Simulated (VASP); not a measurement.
# ZnO (P6_3/mmc) in VASP: further runs

ZnO is run at these levels: PBE+D3(BJ); tasks: single point.

Program: VASP 6.6.1. These are calculated values, not measurements. Logs are shortened: lines on timing, memory, paths and dates and some standing lists are left out, and cuts for length are marked.

## (1) The cell of the first run

The structure is hexagonal, space group P6_3/mmc (No. 194). Conventional cell: a = 3.235 Å, b = 3.235 Å, c = 7.366 Å, α = 90.00°, β = 90.00°, γ = 120.00°. Within 2.5 Å of Zn (site symmetry -6m2) lie 3 O at 1.87 Å. Within 2.5 Å of O (site symmetry -6m2) lie 3 Zn at 1.87 Å.

## (2) Single point, PBE+D3(BJ)

Contents of INCAR:

```
PREC     = Accurate       # precision mode
ENCUT    = 520            # plane-wave cutoff, eV
EDIFF    = 1E-6           # SCF threshold, eV
ISMEAR   = 0              # smearing method
SIGMA    = 0.05           # smearing width, eV
LREAL    = False          # projectors in reciprocal space
LASPH    = True           # aspherical terms in the spheres
NELM     = 100            # most SCF steps
ALGO     = Normal         # electronic algorithm
ISIF     = 2              # what is computed and relaxed
LWAVE    = False          # write WAVECAR
LCHARG   = False          # write CHGCAR
GGA      = PE             # functional
IVDW     = 12             # dispersion correction
NBANDS   = 26             # bands
```

Contents of KPOINTS:

```
regular mesh
0
Gamma
  12 12 4
```

Contents of POSCAR:

```
ZnO
1.0
    3.2349261552      0.0000000000      0.0000000000
   -1.6174630776      2.8015282298      0.0000000000
    0.0000000000      0.0000000000      7.3661848228
Zn O
2 2
Direct
    0.0000000000      0.0000000000      0.7500000000
    0.0000000000      0.0000000000      0.2500000000
    0.3333333333      0.6666666667      0.2500000000
    0.6666666667      0.3333333333      0.7500000000
```

Potentials or basis: VASP PAW PBE potentials, release 64 (Zn, O).

On the command line:

```bash
> cat potpaw_PBE.64/Zn/POTCAR potpaw_PBE.64/O/POTCAR > POTCAR
> mpirun -np 1 vasp_std > vasp.out
```

OUTCAR:

```text
PREC = Accurate
   ENCUT = 520
   EDIFF = 1E-6
   ISMEAR = 0
   LREAL = False
   LASPH = True
   NELM = 100
   ISIF = 2
   GGA = PE
   IVDW = 12
 IVDW          = 12

 ion  position               nearest neighbor table
   1  0.000  0.000  0.750-   4 1.87   4 1.87   4 1.87
   2  0.000  0.000  0.250-   3 1.87   3 1.87   3 1.87
   3  0.333  0.667  0.250-   2 1.87   2 1.87   2 1.87
   4  0.667  0.333  0.750-   1 1.87   1 1.87   1 1.87

  LATTYP: Found a hexagonal cell.
 ALAT       =     3.2349261552
 C/A-ratio  =     2.2770797445

  Lattice vectors:

 A1 = (   3.2349261552,   0.0000000000,   0.0000000000)
 A2 = (  -1.6174630776,   2.8015282298,   0.0000000000)
 A3 = (   0.0000000000,   0.0000000000,   7.3661848228)

Analysis of symmetry for initial positions (statically):
=====================================================================
 Subroutine PRICEL returns:
 Original cell was already a primitive cell.

 Routine SETGRP: Setting up the symmetry group for a
 hexagonal supercell.

 Subroutine GETGRP returns: Found 24 space group operations
 (whereof 12 operations were pure point group operations)
 out of a pool of 24 trial point group operations.

The static configuration has the point symmetry D_3d.
 The point group associated with its full space group is D_6h.

Analysis of symmetry for dynamics (positions and initial velocities):
=====================================================================
 Subroutine PRICEL returns:
 Original cell was already a primitive cell.

 Routine SETGRP: Setting up the symmetry group for a
 hexagonal supercell.

 Subroutine GETGRP returns: Found 24 space group operations
 (whereof 12 operations were pure point group operations)
 out of a pool of 24 trial point group operations.

The dynamic configuration has the point symmetry D_3d.
 The point group associated with its full space group is D_6h.

 Subroutine INISYM returns: Found 24 space group operations
 (whereof 12 operations are pure point group operations),
 and found     1 'primitive' translations

----------------------------------------------------------------------------------------

                                     Primitive cell

  volume of cell :      66.7578

  direct lattice vectors                    reciprocal lattice vectors
     3.234926155  0.000000000  0.000000000     0.309126067  0.178474018  0.000000000
    -1.617463078  2.801528230  0.000000000     0.000000000  0.356948036  0.000000000
     0.000000000  0.000000000  7.366184823     0.000000000  0.000000000  0.135755486

  length of vectors
     3.234926155  3.234926155  7.366184823     0.356948036  0.356948036  0.135755486

  position of ions in fractional coordinates (direct lattice)
     0.000000000  0.000000000  0.750000000
     0.000000000  0.000000000  0.250000000
     0.333333333  0.666666667  0.250000000
     0.666666667  0.333333333  0.750000000

  ion indices of the primitive-cell ions
   primitive index   ion index
                 1           1
                 2           2
                 3           3
                 4           4

----------------------------------------------------------------------------------------

 KPOINTS: regular mesh

Automatic generation of k-mesh.
 Grid dimensions read from file:
 generate k-points for:   12   12    4

 Generating k-lattice:

  Cartesian coordinates                     Fractional coordinates (reciprocal lattice)
     0.025760506  0.014872835  0.000000000     0.083333333  0.000000000  0.000000000
     0.000000000  0.029745670  0.000000000     0.000000000  0.083333333  0.000000000
     0.000000000  0.000000000  0.033938871     0.000000000  0.000000000  0.250000000

  Length of vectors
     0.029745670  0.029745670  0.033938871

  Shift w.r.t. Gamma in fractional coordinates (k-lattice)
     0.000000000  0.000000000  0.000000000

 Subroutine IBZKPT returns following result:
 ===========================================

 Found     57 irreducible k-points:

 Following reciprocal coordinates:
            Coordinates               Weight
  0.000000  0.000000  0.000000      1.000000
  0.083333  0.000000  0.000000      6.000000
  0.166667  0.000000  0.000000      6.000000
  0.250000  0.000000  0.000000      6.000000
  0.333333  0.000000  0.000000      6.000000
  0.416667  0.000000  0.000000      6.000000
[... 16 lines left out ...]
  0.250000  0.000000  0.250000     12.000000
  0.333333  0.000000  0.250000     12.000000
 [... further k-points ...]
   k-points           NKPTS =     57   k-points in BZ     NKDIM =     57   number of bands    NBANDS=     26
   number of dos      NEDOS =    301   number of ions     NIONS =      4
   total plane-waves  NPLWV =  32256
   dimension x,y,z NGX =    24 NGY =   24 NGZ =   56
   dimension x,y,z NGXF=    48 NGYF=   48 NGZF=  112
   ions per type =               2   2
   NGX,Y,Z   is equivalent  to a cutoff of  12.33, 12.33, 12.64 a.u.
   NGXF,Y,Z  is equivalent  to a cutoff of  24.67, 24.67, 25.28 a.u.
 SYSTEM =  unknown system
   PREC   = accura    normal or accurate (medium, high low for compatibility)
   ISTART =      0    job   : 0-new  1-cont  2-samecut
   ICHARG =      2    charge: 1-file 2-atom 10-const
   ISPIN  =      1    spin polarized calculation?
   LNONCOLLINEAR =      F non collinear calculations
   LSORBIT =      F    spin-orbit coupling
   LASPH  =      T    aspherical Exc in radial PAW
   ENCUT  =  520.0 eV  38.22 Ry    6.18 a.u.   6.01  6.01 13.70*2*pi/ulx,y,z
   NELM   =    100;   NELMIN=  2; NELMDL= -5     # of ELM steps
   EDIFF  = 0.1E-05   stopping-criterion for ELM
   LREAL  =      F    real-space projection
   EDIFFG = 0.1E-04   stopping-criterion for IOM
   NSW    =      0    number of steps for IOM
   IBRION =     -1    ionic relax: 0-MD 1-quasi-New 2-CG
   NFREE  =      0    steps in history (QN), initial steepest desc. (CG)
   ISIF   =      2    stress and relaxation
   ISYM   =      2    0-nonsym 1-usesym 2-fastsym
   POTIM  = 0.5000    time-step for ionic-motion
   TEBEG  =    0.0;   TEEND  =   0.0 temperature during run
   PSTRESS=    0.0 pullay stress
   NELECT =      36.0000    total number of electrons
   NUPDOWN=      -1.0000    fix difference up-down
   EMIN   =  10.00;   EMAX   =-10.00  energy-range for DOS
   EFERMI =   0.00;   METHOD = LEGACY
   ISMEAR =     0;   SIGMA  =   0.05  broadening in eV -4-tet -1-fermi 0-gaus
   EFERMI_NEDOS =   21; number of points for ismear=-14 and -15
   IALGO  =     38    algorithm
   IMIX   =      4    mixing-type and parameters
     AMIX     =   0.40;   BMIX     =  1.00
     AMIX_MAG =   1.60;   BMIX_MAG =  1.00
  volume/ion in A,a.u.               =      16.69       112.63
  Fermi-wavevector in a.u.,A,eV,Ry     =   1.332524  2.518105 24.158775  1.775620
  Thomas-Fermi vector in A             =   2.461452
   LORBIT       =      0    0 simple, 1 ext, 2 COOP (PROOUT), +10 PAW based schemes
   GGA     = PE    functional components
   LHFCALC =     F    Hartree Fock is set to
   AEXX    =    0.0000 exact exchange contribution
   IVDW    =    12    specifies the selected vdW correction
   LEPSILON=     F    determine dielectric tensor
   LRPA    =     F    only Hartree local field effects (RPA)
 non-spin polarized calculation
 Gauss-broadening in eV      SIGMA  =   0.05
  energy-cutoff  :      520.00
  volume of cell :       66.76
 maximum number of plane-waves:      1824
   NGX = 13   NGY = 13   NGZ = 27

 number of electron      36.0000026 magnetization

 Free energy of the ion-electron system (eV)
  ---------------------------------------------------
  ext. energy  EPLUGINS =         0.00000000
  ---------------------------------------------------
  free energy    TOTEN  =       -16.92330825 eV

  energy without entropy =      -16.92330825  energy(sigma->0) =      -16.92330825

 E-fermi :  -0.3749     XC(G=0):  -8.8555

 val. band max:       -0.5903694811   @ k =   0.0000   0.0000   0.0000
 cond. band min:       0.2875041332   @ k =   0.0000   0.0000   0.0000
 fundamental gap:      0.8778736143
 Fermi energy:        -0.3748519599

 k-point     1 :       0.0000    0.0000    0.0000
  band No.  band energies     occupation
      1     -18.4203      2.00000
      2     -18.3575      2.00000
      3      -6.9796      2.00000
      4      -6.9796      2.00000
      5      -6.9694      2.00000
      6      -6.9694      2.00000
[... 18 lines left out ...]
     25      12.5698      0.00000
     26      13.2225      0.00000

 k-point     2 :       0.0833    0.0000    0.0000
  band No.  band energies     occupation
      1     -18.3856      2.00000
      2     -18.3249      2.00000
      3      -6.9955      2.00000
      4      -6.9869      2.00000
      5      -6.9298      2.00000
      6      -6.9194      2.00000
[... 18 lines left out ...]
     25      12.6176      0.00000
     26      12.7087      0.00000

 k-point     3 :       0.1667    0.0000    0.0000
  band No.  band energies     occupation
      1     -18.2891      2.00000
      2     -18.2346      2.00000
      3      -7.0245      2.00000
      4      -7.0198      2.00000
      5      -6.7858      2.00000
      6      -6.7751      2.00000
[... 18 lines left out ...]
     25      11.5359      0.00000
     26      13.0681      0.00000

 k-point     4 :       0.2500    0.0000    0.0000
  band No.  band energies     occupation
      1     -18.1541      2.00000
      2     -18.1088      2.00000
      3      -7.0242      2.00000
      4      -7.0217      2.00000
      5      -6.5658      2.00000
      6      -6.5551      2.00000
[... 18 lines left out ...]
     25      11.3482      0.00000
     26      12.4254      0.00000
[... 496 lines left out ...]
      1     -18.2812      2.00000
      2     -18.2427      2.00000
      3      -7.0240      2.00000
      4      -7.0207      2.00000
      5      -6.7842      2.00000
      6      -6.7767      2.00000
[... 18 lines left out ...]
     25      12.1820      0.00000
     26      13.1641      0.00000

 k-point    23 :       0.2500    0.0000    0.2500
  band No.  band energies     occupation
      1     -18.1474      2.00000
      2     -18.1154      2.00000
      3      -7.0242      2.00000
      4      -7.0224      2.00000
      5      -6.5643      2.00000
      6      -6.5567      2.00000
[... 18 lines left out ...]
     25      12.3020      0.00000
     26      12.7683      0.00000

 k-point    24 :       0.3333    0.0000    0.2500
  band No.  band energies     occupation
      1     -18.0096      2.00000
      2     -17.9859      2.00000
      3      -6.9592      2.00000
      4      -6.9570      2.00000
      5      -6.3069      2.00000
      6      -6.2999      2.00000
[... 18 lines left out ...]
     25      11.4480      0.00000
     26      12.5512      0.00000

 [... further k-points ...]

------------------------ aborting loop because EDIFF is reached ----------------------------------------

 Edisp (eV)   -0.61895

 E8    (eV) :    -0.2318

  FORCE on cell =-STRESS in cart. coord.  units (eV):
  Direction    XX          YY          ZZ          XY          YZ          ZX
  --------------------------------------------------------------------------------------
  -------------------------------------------------------------------------------------
  Total       2.26920     2.26920    -0.70463     0.00000     0.00000    -0.00000
  in kB      54.46037    54.46037   -16.91096     0.00000     0.00000    -0.00000
  external pressure =       30.67 kB  Pullay stress =        0.00 kB

 VOLUME and BASIS-vectors are now :
 -----------------------------------------------------------------------------
  energy-cutoff  :      520.00
  volume of cell :       66.76
      direct lattice vectors                 reciprocal lattice vectors
     3.234926155  0.000000000  0.000000000     0.309126067  0.178474018  0.000000000
    -1.617463078  2.801528230  0.000000000     0.000000000  0.356948036  0.000000000
     0.000000000  0.000000000  7.366184823     0.000000000  0.000000000  0.135755486

 POSITION                                       TOTAL-FORCE (eV/Angst)
 -----------------------------------------------------------------------------------
      0.00000      0.00000      5.52464        -0.000000     -0.000000      0.000000
      0.00000      0.00000      1.84155        -0.000000      0.000000      0.000000
     -0.00000      1.86769      1.84155         0.000000      0.000000     -0.000000
      1.61746      0.93384      5.52464         0.000000     -0.000000      0.000000
 -----------------------------------------------------------------------------------
    total drift:                               -0.000000      0.000000     -0.000000

  FREE ENERGIE OF THE ION-ELECTRON SYSTEM (eV)
  ---------------------------------------------------
  free  energy   TOTEN  =       -17.5422627032 eV

  energy  without entropy=      -17.5422627032  energy(sigma->0) =      -17.54226270
```

Run time: 2.1 min. Hardware: 1 thread of Intel Xeon 8259CL, shared host; peak memory 0.24 GiB.

What came out:

```
Free energy                : -17.5423 eV
Pressure                   : 3.1 GPa
Band gap on the k mesh     : 0.88 eV
Dispersion energy per atom : -0.155 eV
```

Caveat: the stress differs along the axes, from -2 to 5 GPa.

## (3) Single point, PBE+D3(BJ)

This run uses another cell than the first one, of the same volume but with other edges.

Contents of INCAR:

```
SYSTEM = ZnO
PREC = Accurate
ENCUT = 520
EDIFF = 1E-6
ISMEAR = 0
SIGMA = 0.05
LREAL = .False.
LASPH = .True.
NELM = 60
ALGO = Normal
ISIF = 2
LWAVE = .False.
LCHARG = .False.
GGA = PE
IVDW = 12
NBANDS = 26
```

Contents of KPOINTS:

```
regular mesh
0
Gamma
  12 12 4
  0 0 0
```

Contents of POSCAR:

```
ZnO
1.0
    3.5418552532      0.0000000000      0.0000000000
   -1.7709276266      3.0673366258      0.0000000000
    0.0000000000      0.0000000000      6.1448280799
Zn O
2 2
Direct
    0.0000000000      0.0000000000      0.7500000000
    0.0000000000      0.0000000000      0.2500000000
    0.3333333333      0.6666666667      0.2500000000
    0.6666666667      0.3333333333      0.7500000000
```

Potentials or basis: VASP PAW PBE potentials, release 64 (Zn, O).

On the command line:

```bash
> cat potpaw_PBE.64/Zn/POTCAR potpaw_PBE.64/O/POTCAR > POTCAR
> mpirun -np 1 vasp_std > vasp.out
```

OUTCAR:

```text
SYSTEM = ZnO
   PREC = Accurate
   ENCUT = 520
   EDIFF = 1E-6
   ISMEAR = 0
   LREAL = .False.
   LASPH = .True.
   NELM = 60
   ISIF = 2
   GGA = PE
   IVDW = 12
 IVDW          = 12

 ion  position               nearest neighbor table
   1  0.000  0.000  0.750-   4 2.04   4 2.04   4 2.04
   2  0.000  0.000  0.250-   3 2.04   3 2.04   3 2.04
   3  0.333  0.667  0.250-   2 2.04   2 2.04   2 2.04
   4  0.667  0.333  0.750-   1 2.04   1 2.04   1 2.04

  LATTYP: Found a hexagonal cell.
 ALAT       =     3.5418552532
 C/A-ratio  =     1.7349179005
[... 900 lines left out ...]
  Direction    XX          YY          ZZ          XY          YZ          ZX
  --------------------------------------------------------------------------------------
  -------------------------------------------------------------------------------------
  Total      -9.96611    -9.96611    -0.24799    -0.00000    -0.00000    -0.00000
  in kB    -239.18508  -239.18508    -5.95177    -0.00000    -0.00000    -0.00000
  external pressure =     -161.44 kB  Pullay stress =        0.00 kB

 VOLUME and BASIS-vectors are now :
 -----------------------------------------------------------------------------
  energy-cutoff  :      520.00
  volume of cell :       66.76
      direct lattice vectors                 reciprocal lattice vectors
     3.541855253  0.000000000  0.000000000     0.282337907  0.163007867  0.000000000
    -1.770927627  3.067336626  0.000000000     0.000000000  0.326015734  0.000000000
     0.000000000  0.000000000  6.144828080     0.000000000  0.000000000  0.162738483

 POSITION                                       TOTAL-FORCE (eV/Angst)
 -----------------------------------------------------------------------------------
      0.00000      0.00000      4.60862        -0.000000      0.000000      0.000000
      0.00000      0.00000      1.53621         0.000000      0.000000      0.000000
     -0.00000      2.04489      1.53621         0.000000     -0.000000     -0.000000
      1.77093      1.02245      4.60862        -0.000000      0.000000     -0.000000
 -----------------------------------------------------------------------------------
    total drift:                                0.000000     -0.000000      0.000000

  FREE ENERGIE OF THE ION-ELECTRON SYSTEM (eV)
  ---------------------------------------------------
  free  energy   TOTEN  =       -16.8016148578 eV

  energy  without entropy=      -16.8016148425  energy(sigma->0) =      -16.80161485
```

Run time: 2.9 min. Hardware: 1 thread of Intel Xeon 8259CL, shared host; peak memory 0.24 GiB.

Results:

```
Free energy                : -16.8016 eV
Pressure                   : -16.1 GPa
Band gap on the k mesh     : 0.32 eV (least direct gap 0.33 eV)
Dispersion energy per atom : -0.159 eV
```

Stress tensor (GPa, compression positive):
```
-23.92   0.00   0.00
  0.00 -23.92   0.00
  0.00   0.00  -0.60
```

Caveat: the stress differs along the axes, from -24 to -1 GPa; semilocal functionals underestimate gaps, and a narrow one can read as zero.
